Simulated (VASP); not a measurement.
# AlN (P1) in VASP: single point with r2SCAN

Aim: the single point of AlN with r2SCAN.

Everything below comes from runs of VASP 6.6.1. Logs are shortened: lines on timing, memory, paths and dates and some standing lists are left out, and cuts for length are marked.

## (1) The cell of the first run

The typed cell holds 8 atoms: a = 5.267 Å, b = 3.065 Å, c = 5.918 Å, α = 75.16°, β = 62.82°, γ = 91.67°.

## (2) Single point, r2SCAN, collinear spin

The input, POSCAR:

```
AlN
1.0
    4.5990390000      2.5662890000      0.0604820000
   -1.5706360000      2.6314550000      0.0186340000
    1.5483680000      2.6537330000      5.0575960000
Al N
4 4
Direct
    0.1688780000      0.4768770000      0.9930580000
    0.6956200000      0.0050270000      0.9916580000
    0.1046310000      0.7468580000      0.4844150000
    0.5677630000      0.2527090000      0.5007280000
    0.4890080000      0.7998800000      0.3873460000
    0.9591970000      0.3149860000      0.3822170000
    0.4035150000      0.0672190000      0.8868250000
    0.9031770000      0.5572610000      0.8760160000
```

The input, INCAR.step1:

```
SYSTEM = AlN
ALGO = Normal
EDIFF = 1E-4
ENCUT = 520
GGA = PE
ISMEAR = -1
ISPIN = 2
LASPH = .True.
LCHARG = .False.
LREAL = .False.
LWAVE = .True.
MAGMOM = 0.125 0.125 0.125 0.125 0.125 0.125 0.125 0.125
NBANDS = 30
NELECT = 31.0
NELM = 150
PREC = Accurate
SIGMA = 0.0406
```

The input, INCAR.step2:

```
SYSTEM = AlN
ALGO = Normal
EDIFF = 1E-7
ENCUT = 520
ISIF = 2
ISMEAR = -1
ISPIN = 2
ISTART = 1
LASPH = .True.
LCHARG = .False.
LMIXTAU = .True.
LORBIT = 11
LREAL = .False.
LWAVE = .False.
MAGMOM = 0.125 0.125 0.125 0.125 0.125 0.125 0.125 0.125
METAGGA = R2SCAN
NBANDS = 30
NELECT = 31.0
NELM = 150
PREC = Accurate
SIGMA = 0.0406
```

The input, KPOINTS:

```
Automatic mesh
0
Gamma
  4 6 4
  0.5 0 0.5
```

Potentials or basis: VASP PAW PBE potentials, release 64 (Al, N).

The run is started by

```sh
$ cat potpaw_PBE.64/Al/POTCAR potpaw_PBE.64/N/POTCAR > POTCAR
$ cp INCAR.step1 INCAR
$ mpirun -np 1 vasp_std > vasp.out
$ cp INCAR.step2 INCAR
$ mpirun -np 1 vasp_std > vasp.out
```

OUTCAR:

```text
SYSTEM = AlN
   EDIFF = 1E-7
   ENCUT = 520
   ISIF = 2
   ISMEAR = -1
   ISPIN = 2
   ISTART = 1
   LASPH = .True.
   LORBIT = 11
   LREAL = .False.
   METAGGA = R2SCAN
   NELECT = 31.0
   NELM = 150
   PREC = Accurate

 ion  position               nearest neighbor table
   1  0.169  0.477  0.993-   7 1.81   8 1.82   7 1.94   6 1.96   2 2.85   4 2.98   2 3.01   4 3.02
                             3 3.05   3 3.09   3 3.10   4 3.11   2 3.16   2 3.17
   2  0.696  0.005  0.992-   8 1.77   8 1.85   7 1.90   5 1.99   1 2.85   1 3.01   3 3.02   3 3.03
                             4 3.06   4 3.07   3 3.11   1 3.16   1 3.17   4 3.19
   3  0.105  0.747  0.484-   5 1.82   6 1.87   8 1.97   6 1.99   4 2.90   4 2.93   2 3.02   2 3.03
                             1 3.05   1 3.09   1 3.10   2 3.11   4 3.12   4 3.24
   4  0.568  0.253  0.501-   5 1.78   5 1.80   6 1.83   7 1.95   3 2.90   3 2.93   1 2.98   1 3.02
                             2 3.06   2 3.07   1 3.11   3 3.12   2 3.19   3 3.24
   5  0.489  0.800  0.387-   4 1.78   4 1.80   3 1.82   2 1.99
   6  0.959  0.315  0.382-   4 1.83   3 1.87   1 1.96   3 1.99
   7  0.404  0.067  0.887-   1 1.81   2 1.90   1 1.94   4 1.95
   8  0.903  0.557  0.876-   2 1.77   1 1.82   2 1.85   3 1.97

  LATTYP: Found a triclinic cell.
 ALAT       =     3.0646043933
 B/A-ratio  =     2.3912229965
 C/A-ratio  =     2.0133629875
 COS(alpha) =     0.0059574381
 COS(beta)  =     0.5214956749
 COS(gamma) =     0.6250498517

  Lattice vectors:

 A1 = (   1.5706360000,  -2.6314550000,  -0.0186340000)
 A2 = (   0.0222680000,  -5.2851880000,  -5.0762300000)
 A3 = (   6.1696750000,  -0.0651660000,   0.0418480000)

Analysis of symmetry for initial positions (statically):
=====================================================================
 Subroutine PRICEL returns:
 Original cell was already a primitive cell.

 Routine SETGRP: Setting up the symmetry group for a
 triclinic supercell.

 Subroutine GETGRP returns: Found  1 space group operations
 (whereof  1 operations were pure point group operations)
 out of a pool of  2 trial point group operations.

The static configuration has the point symmetry C_1 .

Analysis of symmetry for dynamics (positions and initial velocities):
=====================================================================
 Subroutine PRICEL returns:
 Original cell was already a primitive cell.

 Routine SETGRP: Setting up the symmetry group for a
 triclinic supercell.

 Subroutine GETGRP returns: Found  1 space group operations
 (whereof  1 operations were pure point group operations)
 out of a pool of  2 trial point group operations.

The dynamic configuration has the point symmetry C_1 .

Analysis of structural, dynamic, and magnetic symmetry:
[... 171 lines left out ...]

 E-fermi :   5.5585     XC(G=0): -11.3899

 val. band max:        5.5430618859   @ k =   0.3750  -0.1667   0.3750
 cond. band min:       5.5606218647   @ k =   0.1250   0.3333   0.3750
 fundamental gap:      0.0175599789
 Fermi energy:         5.5584585835

 spin component 1

 k-point     1 :       0.1250   -0.0000    0.1250
  band No.  band energies     occupation
      1     -10.0273      1.00000
      2      -8.1290      1.00000
      3      -7.8808      1.00000
      4      -7.6361      1.00000
      5       0.0736      1.00000
      6       0.5007      1.00000
[... 709 lines left out ...]
     26      18.9114      0.00000
     27      19.3463      0.00000

 [... further k-points ...]

 spin component 2

 k-point     1 :       0.1250   -0.0000    0.1250
  band No.  band energies     occupation
      1     -10.0475      1.00000
      2      -8.1520      1.00000
      3      -7.9171      1.00000
      4      -7.6550      1.00000
      5       0.0561      1.00000
      6       0.4777      1.00000
[... 709 lines left out ...]
     26      18.8989      0.00000
     27      19.3354      0.00000

 [... further k-points ...]

 [bands above 27 left out]

------------------------ aborting loop because EDIFF is reached ----------------------------------------

  FORCE on cell =-STRESS in cart. coord.  units (eV):
  Direction    XX          YY          ZZ          XY          YZ          ZX
  --------------------------------------------------------------------------------------
  -------------------------------------------------------------------------------------
  Total       -2.5700754     -0.8443515    -12.8089973      1.0876899     -0.4721821     -0.6485883
  in kB      -50.8726610    -16.7132869   -253.5442273     21.5299826     -9.3464805    -12.8383064
  external PRESSURE =    -107.0433917 kB  Pullay stress =       0.0000000 kB

 VOLUME and BASIS-vectors are now :
 -----------------------------------------------------------------------------
  energy-cutoff  :      520.00
  volume of cell :       80.94
      direct lattice vectors                 reciprocal lattice vectors
     4.599039000  2.566289000  0.060482000     0.163814162  0.098496828 -0.101832746
    -1.570636000  2.631455000  0.018634000    -0.158370280  0.286211565 -0.101691317
     1.548368000  2.653733000  5.057596000    -0.001375503 -0.002232395  0.199314845

 POSITION                                       TOTAL-FORCE (eV/Angst)
 -----------------------------------------------------------------------------------
      1.56530      4.32358      5.04159         0.040296      1.543175      0.862989
      4.72674      4.42999      5.05757        -0.826496     -1.906269      0.846196
      0.05821      3.51934      2.47022        -1.680243     -0.112215      0.720734
      2.98956      3.45083      2.57153         1.539308      0.441446      1.033358
      1.59240      4.38770      2.00352        -1.459058     -0.382617     -1.539712
      4.50847      4.30475      1.99698         2.040087      0.245702     -0.652482
      3.12334      3.56582      4.51086         0.544576     -0.996426     -0.108468
      4.63489      6.10893      4.49554        -0.198471      1.167205     -1.162615
 -----------------------------------------------------------------------------------
    total drift:                               -0.000349     -0.000647     -0.007159

  FREE ENERGIE OF THE ION-ELECTRON SYSTEM (eV)
  ---------------------------------------------------
  free  energy   TOTEN  =       -81.9283342268 eV

  energy  without entropy=      -81.9075902124  energy(sigma->0) =      -81.91796222

 total charge

# of ion       s       p       d       tot
------------------------------------------
    1        0.368   0.446   0.000   0.813
    2        0.363   0.445   0.000   0.807
    3        0.358   0.421   0.000   0.779
    4        0.375   0.477   0.000   0.852
    5        1.245   2.672   0.000   3.918
    6        1.249   2.561   0.000   3.810
    7        1.246   2.579   0.000   3.825
    8        1.244   2.660   0.000   3.904
--------------------------------------------------
tot          6.448  12.260   0.000  18.708

 magnetization (x)

# of ion       s       p       d       tot
------------------------------------------
    1        0.001  -0.003   0.000  -0.002
    2        0.001  -0.000   0.000   0.000
    3       -0.001   0.003   0.000   0.002
    4        0.000  -0.001   0.000  -0.001
    5        0.000   0.002   0.000   0.002
    6        0.002   0.045   0.000   0.047
    7       -0.003  -0.074   0.000  -0.077
    8       -0.001  -0.019   0.000  -0.020
--------------------------------------------------
tot         -0.001  -0.048   0.000  -0.048
```

OSZICAR.step1:

```text
N       E                     dE             d eps       ncg     rms          rms(c)
DAV:   1     0.861816688593E+02    0.86182E+02   -0.14118E+04  5760   0.933E+02
DAV:   2    -0.636182319343E+02   -0.14980E+03   -0.14267E+03  7454   0.204E+02
DAV:   3    -0.719332790641E+02   -0.83150E+01   -0.82163E+01  7568   0.470E+01
DAV:   4    -0.719981701227E+02   -0.64891E-01   -0.64867E-01  6704   0.470E+00
DAV:   5    -0.719990141453E+02   -0.84402E-03   -0.84400E-03  7192   0.530E-01    0.159E+01
DAV:   6    -0.649738042661E+02    0.70252E+01   -0.19751E+01  7172   0.224E+01    0.643E+00
DAV:   7    -0.649889813562E+02   -0.15177E-01   -0.55617E+00  7394   0.108E+01    0.481E+00
DAV:   8    -0.647960902863E+02    0.19289E+00   -0.12000E+00  7104   0.472E+00    0.308E+00
DAV:   9    -0.648195411408E+02   -0.23451E-01   -0.68610E-01  7558   0.307E+00    0.201E+00
DAV:  10    -0.647927230948E+02    0.26818E-01   -0.17953E-01  7262   0.184E+00    0.717E-01
DAV:  11    -0.647868931124E+02    0.58300E-02   -0.69442E-02  7478   0.120E+00    0.372E-01
DAV:  12    -0.647869250693E+02   -0.31957E-04   -0.82363E-03  6666   0.478E-01    0.248E-01
DAV:  13    -0.647870781640E+02   -0.15309E-03   -0.75646E-04  7426   0.140E-01    0.129E-01
DAV:  14    -0.647872031731E+02   -0.12501E-03   -0.23607E-04  5288   0.842E-02    0.250E-02
DAV:  15    -0.647872004876E+02    0.26856E-05   -0.33973E-05  3324   0.322E-02
   1 F= -.64787200E+02 E0= -.64775355E+02  d E =-.236912E-01  mag=     0.0644
```

It took 13 min on 1 thread of Intel Xeon 6975P-C (Granite Rapids), shared host; peak memory 0.35 GiB.

Results:

| Item | Value |
| --- | --- |
| Free energy | -81.9283 eV |
| Largest force | 2.243 eV/Å |
| Net moment | -0.06 μB per cell |
| Site moments | Al -0.00, +0.00 (each value once); N +0.00, +0.05, -0.08, -0.02 μB |
| Valence electrons inside the program's atomic spheres | Al 0.81, 0.78, 0.85 (each value once); N 3.92, 3.81, 3.83, 3.90 |

Forces in eV/Å, atoms in the order of the input:
```
Al   0.040  1.543  0.863
Al  -0.826 -1.906  0.846
Al  -1.680 -0.112  0.721
Al   1.539  0.441  1.033
N   -1.459 -0.383 -1.540
N    2.040  0.246 -0.652
N    0.545 -0.996 -0.108
N   -0.198  1.167 -1.163
```

Caveat: the cell carries a net charge on a neutralising background, which shifts energy and pressure; the cell is charged against a uniform background, so pressure and absolute levels hang on convention; the PAW data sets were made with another functional, which shifts forces and pressure a little.
